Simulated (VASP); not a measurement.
# GaAs (F-43m) in VASP: notebook

Aim: see how the results for GaAs move with the level of theory and the settings. Levels: r2SCAN, PBE. Tasks: single point.

Program: VASP 6.6.1. These are calculated values, not measurements. Logs are shortened: lines on timing, memory, paths and dates and some standing lists are left out, and cuts for length are marked.

**1. The cell of the first run**

Symmetry: F-43m, No. 216, cubic system. Conventional cell: a = 5.722 Å, b = 5.722 Å, c = 5.722 Å, α = 90.00°, β = 90.00°, γ = 90.00°. Within 3.3 Å of Ga (site symmetry -43m) lie 4 As at 2.48 Å. As (site symmetry -43m) has 4 Ga at 2.48 Å within 3.3 Å.

**2. Single point, r2SCAN (volume changed by +3%)**

POSCAR

```
GaAs
1.0
    0.0000000000      2.8611372657      2.8611372657
    2.8611372657      0.0000000000      2.8611372657
    2.8611372657      2.8611372657      0.0000000000
Ga As
1 1
Direct
    0.0000000000      0.0000000000      0.0000000000
    0.2500000000      0.2500000000      0.2500000000
```

INCAR.step1

```
SYSTEM = GaAs
ALGO = Normal ; EDIFF = 1E-4
ENCUT = 520 ; GGA = PE
ISMEAR = 0 ; LASPH = .TRUE.
LCHARG = .FALSE. ; LREAL = .FALSE.
LWAVE = .TRUE. ; NBANDS = 16
NELM = 100 ; PREC = Accurate
SIGMA = 0.01
```

INCAR.step2

```
SYSTEM = GaAs
ALGO = Normal ; EDIFF = 1E-6
ENCUT = 520 ; ISIF = 2
ISMEAR = 0 ; ISTART = 1
LASPH = .TRUE. ; LCHARG = .FALSE.
LMIXTAU = .TRUE. ; LREAL = .FALSE.
LWAVE = .FALSE. ; METAGGA = R2SCAN
NBANDS = 16 ; NELM = 100
PREC = Accurate ; SIGMA = 0.01
```

KPOINTS

```
k-points
0
G
  6 6 6
  0 0 0
```

Potentials or basis: VASP PAW PBE potentials, release 64 (Ga_d, As).

Launch:

```bash
$ cat potpaw_PBE.64/Ga_d/POTCAR potpaw_PBE.64/As/POTCAR > POTCAR
$ cp INCAR.step1 INCAR
$ mpirun -np 1 vasp_std > vasp.out
$ cp INCAR.step2 INCAR
$ mpirun -np 1 vasp_std > vasp.out
```

OUTCAR:

```text
SYSTEM = GaAs
   EDIFF = 1E-6
   ENCUT = 520
   ISIF = 2
   ISMEAR = 0
   ISTART = 1
   LASPH = .TRUE.
   LREAL = .FALSE.
   METAGGA = R2SCAN
   NELM = 100
   PREC = Accurate

 ion  position               nearest neighbor table
   1  0.000  0.000  0.000-   2 2.48   2 2.48   2 2.48   2 2.48
   2  0.250  0.250  0.250-   1 2.48   1 2.48   1 2.48   1 2.48

  LATTYP: Found a face centered cubic cell.
 ALAT       =     5.7222745314

  Lattice vectors:

 A1 = (   0.0000000000,   2.8611372657,   2.8611372657)
 A2 = (   2.8611372657,   0.0000000000,   2.8611372657)
 A3 = (   2.8611372657,   2.8611372657,   0.0000000000)

Analysis of symmetry for initial positions (statically):
=====================================================================
 Subroutine PRICEL returns:
 Original cell was already a primitive cell.

 Routine SETGRP: Setting up the symmetry group for a
 face centered cubic supercell.

 Subroutine GETGRP returns: Found 24 space group operations
 (whereof 24 operations were pure point group operations)
 out of a pool of 48 trial point group operations.

The static configuration has the point symmetry T_d .

Analysis of symmetry for dynamics (positions and initial velocities):
=====================================================================
 Subroutine PRICEL returns:
 Original cell was already a primitive cell.

 Routine SETGRP: Setting up the symmetry group for a
 face centered cubic supercell.

 Subroutine GETGRP returns: Found 24 space group operations
 (whereof 24 operations were pure point group operations)
 out of a pool of 48 trial point group operations.

The dynamic configuration has the point symmetry T_d .

 Subroutine INISYM returns: Found 24 space group operations
 (whereof 24 operations are pure point group operations),
 and found     1 'primitive' translations

----------------------------------------------------------------------------------------

                                     Primitive cell

  volume of cell :      46.8431

  direct lattice vectors                    reciprocal lattice vectors
     0.000000000  2.861137266  2.861137266    -0.174755684  0.174755684  0.174755684
     2.861137266  0.000000000  2.861137266     0.174755684 -0.174755684  0.174755684
     2.861137266  2.861137266  0.000000000     0.174755684  0.174755684 -0.174755684

  length of vectors
     4.046259125  4.046259125  4.046259125     0.302685724  0.302685724  0.302685724

  position of ions in fractional coordinates (direct lattice)
     0.000000000  0.000000000  0.000000000
     0.250000000  0.250000000  0.250000000

  ion indices of the primitive-cell ions
   primitive index   ion index
                 1           1
                 2           2

----------------------------------------------------------------------------------------

 KPOINTS: k-points

Automatic generation of k-mesh.
 Grid dimensions read from file:
 generate k-points for:    6    6    6

 Generating k-lattice:

  Cartesian coordinates                     Fractional coordinates (reciprocal lattice)
    -0.029125947  0.029125947  0.029125947     0.166666667  0.000000000  0.000000000
     0.029125947 -0.029125947  0.029125947     0.000000000  0.166666667  0.000000000
     0.029125947  0.029125947 -0.029125947     0.000000000  0.000000000  0.166666667

  Length of vectors
     0.050447621  0.050447621  0.050447621

  Shift w.r.t. Gamma in fractional coordinates (k-lattice)
     0.000000000  0.000000000  0.000000000

 Subroutine IBZKPT returns following result:
 ===========================================

 Found     16 irreducible k-points:

 Following reciprocal coordinates:
            Coordinates               Weight
  0.000000  0.000000  0.000000      1.000000
  0.166667  0.000000  0.000000      8.000000
  0.333333  0.000000  0.000000      8.000000
  0.500000  0.000000  0.000000      4.000000
  0.166667  0.166667  0.000000      6.000000
  0.333333  0.166667  0.000000     24.000000
[... 8 lines left out ...]
 -0.333333  0.333333  0.166667     24.000000
 -0.333333  0.500000  0.166667     12.000000
   k-points           NKPTS =     16   k-points in BZ     NKDIM =     16   number of bands    NBANDS=     16
   number of dos      NEDOS =    301   number of ions     NIONS =      2
   total plane-waves  NPLWV =  27000
   dimension x,y,z NGX =    30 NGY =   30 NGZ =   30
   dimension x,y,z NGXF=    60 NGYF=   60 NGZF=   60
   ions per type =               1   1
   NGX,Y,Z   is equivalent  to a cutoff of  12.33, 12.33, 12.33 a.u.
   NGXF,Y,Z  is equivalent  to a cutoff of  24.65, 24.65, 24.65 a.u.
 SYSTEM =  GaAs
   PREC   = accura    normal or accurate (medium, high low for compatibility)
   ISTART =      1    job   : 0-new  1-cont  2-samecut
   ICHARG =      0    charge: 1-file 2-atom 10-const
   ISPIN  =      1    spin polarized calculation?
   LNONCOLLINEAR =      F non collinear calculations
   LSORBIT =      F    spin-orbit coupling
   LASPH  =      T    aspherical Exc in radial PAW
   ENCUT  =  520.0 eV  38.22 Ry    6.18 a.u.   7.52  7.52  7.52*2*pi/ulx,y,z
   NELM   =    100;   NELMIN=  2; NELMDL=  0     # of ELM steps
   EDIFF  = 0.1E-05   stopping-criterion for ELM
   LREAL  =      F    real-space projection
   EDIFFG = 0.1E-04   stopping-criterion for IOM
   NSW    =      0    number of steps for IOM
   IBRION =     -1    ionic relax: 0-MD 1-quasi-New 2-CG
   NFREE  =      0    steps in history (QN), initial steepest desc. (CG)
   ISIF   =      2    stress and relaxation
   ISYM   =      2    0-nonsym 1-usesym 2-fastsym
   POTIM  = 0.5000    time-step for ionic-motion
   TEBEG  =    0.0;   TEEND  =   0.0 temperature during run
   PSTRESS=    0.0 pullay stress
   NELECT =      18.0000    total number of electrons
   NUPDOWN=      -1.0000    fix difference up-down
   EMIN   =  10.00;   EMAX   =-10.00  energy-range for DOS
   EFERMI =   0.00;   METHOD = LEGACY
   ISMEAR =     0;   SIGMA  =   0.01  broadening in eV -4-tet -1-fermi 0-gaus
   EFERMI_NEDOS =   21; number of points for ismear=-14 and -15
   IALGO  =     38    algorithm
   IMIX   =      4    mixing-type and parameters
     AMIX     =   0.40;   BMIX     =  1.00
     AMIX_MAG =   1.60;   BMIX_MAG =  1.00
  volume/ion in A,a.u.               =      23.42       158.06
[... 48 lines left out ...]
      2     -11.8309      2.00000
      3     -11.8309      2.00000
      4     -11.7562      2.00000
      5     -11.7562      2.00000
      6      -9.2775      2.00000
[... 8 lines left out ...]
     15      12.8618      0.00000
     16      12.8618      0.00000

 k-point     3 :       0.3333    0.0000    0.0000
  band No.  band energies     occupation
      1     -11.8952      2.00000
      2     -11.8214      2.00000
      3     -11.8213      2.00000
      4     -11.7546      2.00000
      5     -11.7546      2.00000
      6      -8.4582      2.00000
[... 8 lines left out ...]
     15      13.4861      0.00000
     16      13.4861      0.00000

 k-point     4 :       0.5000    0.0000    0.0000
  band No.  band energies     occupation
      1     -11.9120      2.00000
      2     -11.8177      2.00000
      3     -11.8176      2.00000
      4     -11.7527      2.00000
      5     -11.7527      2.00000
      6      -7.8586      2.00000
[... 8 lines left out ...]
     15      15.7275      0.00000
     16      15.7276      0.00000

 k-point     5 :       0.1667    0.1667    0.0000
  band No.  band energies     occupation
      1     -11.8695      2.00000
      2     -11.8253      2.00000
      3     -11.8253      2.00000
      4     -11.7609      2.00000
      5     -11.7530      2.00000
      6      -9.1706      2.00000
[... 8 lines left out ...]
     15      13.4987      0.00000
     16      14.3526      0.00000

 k-point     6 :       0.3333    0.1667    0.0000
  band No.  band energies     occupation
      1     -11.8988      2.00000
      2     -11.8169      2.00000
      3     -11.8147      2.00000
      4     -11.7634      2.00000
      5     -11.7507      2.00000
      6      -8.5047      2.00000
[... 8 lines left out ...]
     15      14.6421      0.00000
     16      14.7441      0.00000

 k-point     7 :       0.5000    0.1667    0.0000
  band No.  band energies     occupation
      1     -11.9169      2.00000
      2     -11.8135      2.00000
      3     -11.8101      2.00000
      4     -11.7595      2.00000
      5     -11.7513      2.00000
      6      -7.7261      2.00000
[... 8 lines left out ...]
     15      15.4424      0.00000
     16      15.7396      0.00000

 k-point     8 :      -0.3333    0.1667    0.0000
  band No.  band energies     occupation
      1     -11.9105      2.00000
      2     -11.8147      2.00000
      3     -11.8140      2.00000
      4     -11.7563      2.00000
      5     -11.7549      2.00000
      6      -7.9451      2.00000
[... 8 lines left out ...]
     15      13.8572      0.00000
     16      15.6376      0.00000

 k-point     9 :      -0.1667    0.1667    0.0000
  band No.  band energies     occupation
      1     -11.8837      2.00000
      2     -11.8244      2.00000
      3     -11.8210      2.00000
      4     -11.7587      2.00000
      5     -11.7542      2.00000
      6      -8.7833      2.00000
[... 8 lines left out ...]
     15      13.7144      0.00000
     16      14.4718      0.00000

 k-point    10 :       0.3333    0.3333    0.0000
  band No.  band energies     occupation
      1     -11.9214      2.00000
      2     -11.8021      2.00000
      3     -11.8021      2.00000
      4     -11.7726      2.00000
      5     -11.7469      2.00000
      6      -8.0472      2.00000
[... 8 lines left out ...]
     15      15.7052      0.00000
     16      16.9009      0.00000

 k-point    11 :       0.5000    0.3333    0.0000
  band No.  band energies     occupation
      1     -11.9332      2.00000
      2     -11.7995      2.00000
      3     -11.7962      2.00000
      4     -11.7723      2.00000
      5     -11.7470      2.00000
      6      -7.3754      2.00000
[... 8 lines left out ...]
     15      16.1158      0.00000
     16      16.6609      0.00000

 k-point    12 :      -0.3333    0.3333    0.0000
  band No.  band energies     occupation
      1     -11.9264      2.00000
      2     -11.8068      2.00000
      3     -11.8012      2.00000
      4     -11.7635      2.00000
      5     -11.7527      2.00000
      6      -7.3179      2.00000
[... 8 lines left out ...]
     15      13.4816      0.00000
     16      18.1228      0.00000

 k-point    13 :       0.5000    0.5000    0.0000
  band No.  band energies     occupation
      1     -11.9432      2.00000
      2     -11.7901      2.00000
      3     -11.7901      2.00000
      4     -11.7791      2.00000
      5     -11.7438      2.00000
      6      -7.1294      2.00000
[... 8 lines left out ...]
     15      17.0895      0.00000
     16      17.1896      0.00000

 k-point    14 :       0.5000    0.3333    0.1667
  band No.  band energies     occupation
      1     -11.9186      2.00000
      2     -11.8103      2.00000
      3     -11.8041      2.00000
      4     -11.7655      2.00000
      5     -11.7503      2.00000
      6      -7.8039      2.00000
[... 8 lines left out ...]
     15      14.9375      0.00000
     16      16.9563      0.00000

 k-point    15 :      -0.3333    0.3333    0.1667
  band No.  band energies     occupation
      1     -11.9261      2.00000
      2     -11.8093      2.00000
      3     -11.7993      2.00000
      4     -11.7634      2.00000
      5     -11.7525      2.00000
      6      -7.3171      2.00000
[... 8 lines left out ...]
     15      16.0425      0.00000
     16      16.5185      0.00000

 k-point    16 :      -0.3333    0.5000    0.1667
  band No.  band energies     occupation
      1     -11.9347      2.00000
      2     -11.8021      2.00000
      3     -11.7930      2.00000
      4     -11.7701      2.00000
      5     -11.7491      2.00000
      6      -7.0909      2.00000
[... 8 lines left out ...]
     15      15.9698      0.00000
     16      17.2548      0.00000

------------------------ aborting loop because EDIFF is reached ----------------------------------------

  FORCE on cell =-STRESS in cart. coord.  units (eV):
  Direction    XX          YY          ZZ          XY          YZ          ZX
  --------------------------------------------------------------------------------------
  -------------------------------------------------------------------------------------
  Total       -0.5574479     -0.5574479     -0.5574479      0.0000000      0.0000000     -0.0000000
  in kB      -19.0664029    -19.0664029    -19.0664029      0.0000000      0.0000000     -0.0000000
  external PRESSURE =     -19.0664029 kB  Pullay stress =       0.0000000 kB

 VOLUME and BASIS-vectors are now :
 -----------------------------------------------------------------------------
  energy-cutoff  :      520.00
  volume of cell :       46.84
      direct lattice vectors                 reciprocal lattice vectors
     0.000000000  2.861137266  2.861137266    -0.174755684  0.174755684  0.174755684
     2.861137266  0.000000000  2.861137266     0.174755684 -0.174755684  0.174755684
     2.861137266  2.861137266  0.000000000     0.174755684  0.174755684 -0.174755684

 POSITION                                       TOTAL-FORCE (eV/Angst)
 -----------------------------------------------------------------------------------
      0.00000      0.00000      0.00000         0.000000      0.000000      0.000000
      1.43057      1.43057      1.43057        -0.000000     -0.000000     -0.000000
 -----------------------------------------------------------------------------------
    total drift:                               -0.000001     -0.000001     -0.000001

  FREE ENERGIE OF THE ION-ELECTRON SYSTEM (eV)
  ---------------------------------------------------
  free  energy   TOTEN  =       -27.0281222806 eV

  energy  without entropy=      -27.0281222806  energy(sigma->0) =      -27.02812228
```

Wall time 91 s (1 thread of Intel Xeon Platinum 8259CL at 2.50GHz (Skylake/Cascade Lake), shared host); peak memory 0.16 GiB.

What came out:

```yaml
Free_energy: -27.0281 eV
Pressure: -1.9 GPa
Band_gap_on_the_k_mesh: 0.71 eV, direct
```

Caveat: the cell differs from its parent crystal (volume changed by +3%); the PAW data sets were made with another functional, which shifts forces and pressure a little.

**3. Single point, r2SCAN (volume changed by +6%)**

POSCAR

```
GaAs
1.0
    0.0000000000      2.8886498887      2.8886498887
    2.8886498887      0.0000000000      2.8886498887
    2.8886498887      2.8886498887      0.0000000000
Ga As
1 1
Direct
    0.0000000000      0.0000000000      0.0000000000
    0.2500000000      0.2500000000      0.2500000000
```

INCAR.step1

```
  PREC = Accurate
  ENCUT = 520
  ISMEAR = 0
  SIGMA = 0.01
  LREAL = F
  LASPH = T
  NELM = 60
  NBANDS = 16
  GGA = PE
  ALGO = Normal
  EDIFF = 1E-4
  LWAVE = T
  LCHARG = F
```

INCAR.step2

```
  PREC = Accurate
  ENCUT = 520
  EDIFF = 1E-6
  ISMEAR = 0
  SIGMA = 0.01
  LREAL = F
  LASPH = T
  NELM = 60
  ALGO = Normal
  ISIF = 2
  LWAVE = F
  LCHARG = T
  METAGGA = R2SCAN
  LMIXTAU = T
  LELF = T
  LVHAR = T
  NBANDS = 16
  ISTART = 1
```

KPOINTS

```
Automatic mesh
0
Gamma
  6 6 6
```

Potentials or basis: VASP PAW PBE potentials, release 64 (Ga_d, As).

Launch:

```bash
$ cat potpaw_PBE.64/Ga_d/POTCAR potpaw_PBE.64/As/POTCAR > POTCAR
$ cp INCAR.step1 INCAR
$ mpirun -np 1 vasp_std > vasp.out
$ cp INCAR.step2 INCAR
$ mpirun -np 1 vasp_std > vasp.out
```

Wall time 96 s (1 thread of Intel Xeon Platinum 8259CL at 2.50GHz (Skylake/Cascade Lake), shared host); peak memory 0.16 GiB.

The run converged. Its results:

| Property | Result |
| --- | --- |
| Free energy | -27.0042 eV |
| Pressure | -3.6 GPa |
| Band gap on the k mesh | 0.48 eV, direct |

Levels at points of the mesh, in eV from the valence-band top:
| k point | band 7 | band 8 | band 9 | band 10 | band 11 | band 12 |
| --- | --- | --- | --- | --- | --- | --- |
| (0.00, 0.00, 0.00) | 0.00 | 0.00 | 0.00 | 0.48 | 4.02 | 4.02 |
| (0.50, 0.00, 0.00) | -6.47 | -1.09 | -1.09 | 1.16 | 4.96 | 4.96 |
| (0.50, 0.50, 0.00) | -6.70 | -2.55 | -2.55 | 1.86 | 1.96 | 10.33 |

Caveat: the cell differs from its parent crystal (volume changed by +6%); the PAW data sets were made with another functional, which shifts forces and pressure a little.

**4. Single point, PBE**

This run uses another cell than the first one, of 22.74 Å³/atom, 0.971 times its volume.

INCAR

```
PREC = Accurate
ENCUT = 520
EDIFF = 1E-6
ISMEAR = 0
SIGMA = 0.01
LREAL = False
LASPH = True
NELM = 80
ALGO = Normal
ISIF = 2
LWAVE = False
LCHARG = False
GGA = PE
NBANDS = 16
```

KPOINTS

```
Automatic mesh
0
Gamma
  8 8 8
```

POSCAR

```
GaAs
1.0
    0.0000000000      2.8330850939      2.8330850939
    2.8330850939      0.0000000000      2.8330850939
    2.8330850939      2.8330850939      0.0000000000
Ga As
1 1
Direct
    0.0000000000      0.0000000000      0.0000000000
    0.2500000000      0.2500000000      0.2500000000
```

Launch:

```bash
$ cat potpaw_PBE.64/Ga_d/POTCAR potpaw_PBE.64/As/POTCAR > POTCAR
$ mpirun -np 1 vasp_std > vasp.out
```

Run time: 29 s. Hardware: 1 thread of Intel Xeon Platinum 8259CL at 2.50GHz (Skylake/Cascade Lake), shared host; peak memory 0.17 GiB.

The run converged. Its results:

```
Free energy            : -8.2531 eV
Pressure               : 2.9 GPa
Band gap on the k mesh : 0.47 eV, direct
```

Levels at points of the mesh, in eV from the valence-band top:
```tsv
k point	band 5	band 6	band 7	band 8	band 9	band 10	band 11	band 12	band 13	band 14
(0.00, 0.00, 0.00)	-14.72	-12.68	0.00	0.00	0.00	0.47	3.73	3.73	3.73	7.57
(0.50, 0.00, 0.00)	-14.72	-10.93	-6.60	-1.13	-1.13	0.98	4.63	4.63	7.75	10.35
(0.50, 0.50, 0.00)	-14.71	-10.20	-6.79	-2.66	-2.66	1.48	1.66	10.11	10.11	10.92
```

**5. Single point, r2SCAN**

This run uses another cell than the first one, of 22.74 Å³/atom, 0.971 times its volume.

POSCAR is that of step 4.

INCAR.step1

```
SYSTEM = GaAs
PREC = Accurate
ENCUT = 520
ISMEAR = 0
SIGMA = 0.01
LREAL = .FALSE.
LASPH = .TRUE.
NELM = 100
NBANDS = 16
GGA = PE
ALGO = Normal
EDIFF = 1E-4
LWAVE = .TRUE.
LCHARG = .FALSE.
```

INCAR.step2

```
SYSTEM = GaAs
PREC = Accurate
ENCUT = 520
EDIFF = 1E-6
ISMEAR = 0
SIGMA = 0.01
LREAL = .FALSE.
LASPH = .TRUE.
NELM = 100
ALGO = Normal
ISIF = 2
LWAVE = .FALSE.
LCHARG = .FALSE.
METAGGA = R2SCAN
LMIXTAU = .TRUE.
NBANDS = 16
ISTART = 1
```

KPOINTS

```
regular mesh
0
G
  8 8 8
  0 0 0
```

Launch:

```bash
$ cat potpaw_PBE.64/Ga_d/POTCAR potpaw_PBE.64/As/POTCAR > POTCAR
$ cp INCAR.step1 INCAR
$ mpirun -np 1 vasp_std > vasp.out
$ cp INCAR.step2 INCAR
$ mpirun -np 1 vasp_std > vasp.out
```

Run time: 2.6 min. Hardware: 1 thread of Intel Xeon Platinum 8259CL at 2.50GHz (Skylake/Cascade Lake), shared host; peak memory 0.18 GiB.

Results (log left out):

- Free energy: -27.0533 eV
- Pressure: 0.1 GPa
- Band gap on the k mesh: 0.94 eV, direct

Levels at points of the mesh, in eV from the valence-band top:
| k point | band 6 | band 7 | band 8 | band 9 | band 10 | band 11 | band 12 | band 13 |
| --- | --- | --- | --- | --- | --- | --- | --- | --- |
| (0.00, 0.00, 0.00) | -13.16 | 0.00 | 0.00 | 0.00 | 0.94 | 4.04 | 4.04 | 4.04 |
| (0.50, 0.00, 0.00) | -11.33 | -6.78 | -1.17 | -1.17 | 1.34 | 4.99 | 4.99 | 8.28 |
| (0.50, 0.50, 0.00) | -10.56 | -6.96 | -2.75 | -2.75 | 1.77 | 1.95 | 10.81 | 10.81 |

Caveat: the PAW data sets were made with another functional, which shifts forces and pressure a little. r2SCAN opens gaps a little over a GGA but as a rule still falls short of measured ones.

**6. The runs side by side**

```csv
level,cell,k mesh,gap on the mesh (eV),pressure (GPa)
r2SCAN,"a = 4.046 Å, angles 60.0°, 2 atoms",6 × 6 × 6,0.71,-1.9
r2SCAN,"a = 4.085 Å, angles 60.0°, 2 atoms",6 × 6 × 6,0.48,-3.6
PBE,"a = 4.007 Å, angles 60.0°, 2 atoms",8 × 8 × 8,0.47,2.9
r2SCAN,"a = 4.007 Å, angles 60.0°, 2 atoms",8 × 8 × 8,0.94,0.1
```

Alike in all rows: task single point; potentials or basis VASP PAW PBE potentials, release 64 (Ga_d, As); no spin polarisation; cutoff (eV) 520; smearing gaussian 0.01 eV.

Caveats: the PAW data sets were made with another functional, which shifts forces and pressure a little (some runs).

Total energies depend on the potentials used, so only differences within one code and one set of settings carry meaning.
